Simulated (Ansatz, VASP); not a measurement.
# AlSn in VASP and in Ansatz

```
CELL_PARAMETERS angstrom
4.19811 0.00000 0.00000
-2.09905 3.63567 0.00000
0.00000 0.00000 3.30685
ATOMIC_POSITIONS crystal
Sn 0.33333 0.66667 0.50000
Al 0.00000 0.00000 0.00000
```

Alike in both runs: task relaxation of cell and atoms; functional LDA; k mesh 7 × 7 × 8; occupations fermi-dirac, width 0.05 eV; no spin polarisation.

|  | VASP | Ansatz |
| --- | --- | --- |
| version | VASP 6.6.1 | Ansatz 0.2.0 |
| potentials or method | VASP PAW LDA potentials, release 64 (Sn_d, Al) | Ansatz PAW |
| plane-wave cutoff (eV) | 600 | 420 |
| valence electrons in the cell | 17 | 17 |

Ansatz gave:

- gap on the k mesh at the Fermi level, each at its own relaxed structure (eV): none
- relaxed volume (Å³/atom): 23.76
- relaxed cell length with the largest relative difference (Å): 3.259

Question: Estimate VASP's values.

Answer: gap on the k mesh at the Fermi level, each at its own relaxed structure (eV): none; relaxed volume (Å³/atom): 23.78; relaxed cell length with the largest relative difference (Å): 3.260.

LDA's correlation is that of Perdew and Zunger in VASP and of Perdew and Wang (1992) in Ansatz. A gap of «none» marks a metal or a gap that the smearing closes.

Noted on Ansatz's run: the plane-wave basis is chosen anew once the cell has moved, so the energies of steps on either side of that aren't comparable.
